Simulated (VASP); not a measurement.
## TePb: single point with PBE

TePb:

```
CELL_PARAMETERS angstrom
0.00000 3.28465 3.28465
3.28465 0.00000 3.28465
3.28465 3.28465 0.00000
ATOMIC_POSITIONS crystal
Pb 0.00000 0.00000 0.00000
Te 0.50000 0.50000 0.50000
```

* Program: VASP 6.6.1
* Task: single point
* Functional: PBE
* Potentials or basis: VASP PAW PBE potentials, release 64 (Pb_d, Te)
* Cutoff: 520 eV
* k mesh: 6 × 6 × 6
* Occupations: fermi-dirac, width 0.02 eV
* Spin: no spin polarisation

```json
{"Pressure": "-0.1 GPa", "Band gap on the k mesh": "0.83 eV, direct"}
```

Levels at points of the mesh, in eV from the valence-band top:
| k point | band 8 | band 9 | band 10 | band 11 | band 12 | band 13 |
| --- | --- | --- | --- | --- | --- | --- |
| (0.00, 0.00, 0.00) | -1.16 | -1.16 | -1.16 | 4.03 | 4.03 | 4.03 |
| (0.50, 0.00, 0.00) | -0.73 | -0.73 | 0.00 | 0.83 | 1.40 | 1.40 |
| (0.50, 0.50, 0.00) | -4.11 | -2.51 | -2.51 | 3.51 | 5.30 | 5.30 |

Wall time 9.7 s on 1 thread of Intel(R) Xeon(R) 6975P-C (Granite Rapids), on a shared host, peak memory 0.2 GiB.

Caveat: spin-orbit coupling is left out, which moves the levels of the heavy elements. A k mesh can miss the band edges.
